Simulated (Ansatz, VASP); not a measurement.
## One calculation of Eu, two programs

File INCAR:

```
  PREC = Accurate
  ENCUT = 520
  EDIFF = 1E-6
  ISMEAR = 0
  SIGMA = 0.6
  LREAL = F
  LASPH = T
  NELM = 150
  ALGO = Normal
  ISIF = 2
  LWAVE = F
  LCHARG = F
  ISPIN = 2
  MAGMOM = 7.02
  LORBIT = 11
  LMAXMIX = 6
  GGA = PE
  NBANDS = 18
```

Contents of KPOINTS:

```
regular mesh
0
Gamma
  10 10 10
```

The input POSCAR:

```
Eu
1.0
   -2.1939508085      2.1939508085      2.1939508085
    2.1939508085     -2.1939508085      2.1939508085
    2.1939508085      2.1939508085     -2.1939508085
Eu
1
Direct
    0.0000000000      0.0000000000      0.0000000000
```

Input for Ansatz:

```yaml
crystal:
  lattice:
    - [-2.1939508085, 2.1939508085, 2.1939508085]
    - [2.1939508085, -2.1939508085, 2.1939508085]
    - [2.1939508085, 2.1939508085, -2.1939508085]
  atoms:
    - { symbol: Eu, position: [0.0, 0.0, 0.0], spin: 7.02 }
hamiltonian:
  xc: pbe
  pseudopotentials:
    kind: paw
    azcp:
      Eu: "pseudopotentials/Eu.paw.azcp"
basis:
  ecutwfc: 420
  fft_grid_basis: typed
kpoints:
  mp_grid: { grid: [10, 10, 10], shift: [0, 0, 0] }
magnetization:
  spin_polarized: true
scf:
  occupations: { method: gaussian, width: 0.6 }
  lower_state_search: "off"
output:
  stress: true
  write_density: true
  write_potential: true
  elf: true
  volumetric_format: npy
```

Alike in both runs: task single point; functional PBE; k mesh 10 × 10 × 10; occupations gaussian, width 0.6 eV; collinear spin.

|  | VASP | Ansatz |
| --- | --- | --- |
| version | VASP 6.6.1 | Ansatz 0.2.0 |
| potentials or method | VASP PAW PBE potentials, release 64 (Eu), cutoff 520 eV | plane waves (420 eV) with PAW, scalar-relativistic |
| valence electrons in the cell | 17 | 17 |

Ansatz gave:

| Quantity | Value |
| --- | --- |
| pressure (GPa) | 0.1 |
| net moment per atom (μB) | 7.37 |
| size of the moment on the site where the two differ most (μB) | 7.04 |

**Question.** Which values does VASP return?

**Answer.** Pressure (GPa): -0.1; net moment per atom (μB): 7.36; size of the moment on the site where the two differ most (μB): 6.65.

Site moments also hang on the region over which each program counts them.

Neither program's run includes spin-orbit coupling.
